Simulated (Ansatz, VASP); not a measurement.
## One calculation of BN, two programs

```
CELL_PARAMETERS angstrom
2.30596 0.00000 0.00000
-1.15298 2.15498 0.00000
0.00000 0.00000 6.97137
ATOMIC_POSITIONS crystal
B 0.32345 0.64690 0.25000
B 0.67655 0.35310 0.75000
N 0.35005 0.70009 0.75000
N 0.64995 0.29991 0.25000
```

Change from the starting cell: normal strain along x -0.0733, normal strain along z +0.0733.

Alike in both runs: functional LDA; k mesh 12 × 12 × 4; occupations gaussian, width 0.05 eV; no spin polarisation.

Ansatz relaxed the structure, and its values are those at the end. VASP's run is a single point on that final structure, the one shown.

|  | VASP | Ansatz |
| --- | --- | --- |
| version | VASP 6.6.1 | Ansatz 0.2.0 |
| potentials or method | VASP PAW LDA potentials, release 64 (B, N), cutoff 520 eV | scalar-relativistic, plane waves, PAW |
| valence electrons in the cell | 16 | 16 |

```csv
,VASP,Ansatz,Ansatz less VASP
gap on the k mesh at the Fermi level (eV),3.92,3.94,+0.015
least direct gap on the mesh (eV),4.84,4.85,+0.006
pressure (GPa),31.9,31.3,-0.61
rms of the force components (eV/Å),0.006,0.002,-0.0039
```

Ansatz warns that its potentials were made for another functional, while VASP's fit it. LDA's correlation is that of Perdew and Zunger in VASP and of Perdew and Wang (1992) in Ansatz. Both programs put the cell under a high pressure, so it lies far from rest at this level. Ansatz's warnings: stress scf threshold loose.
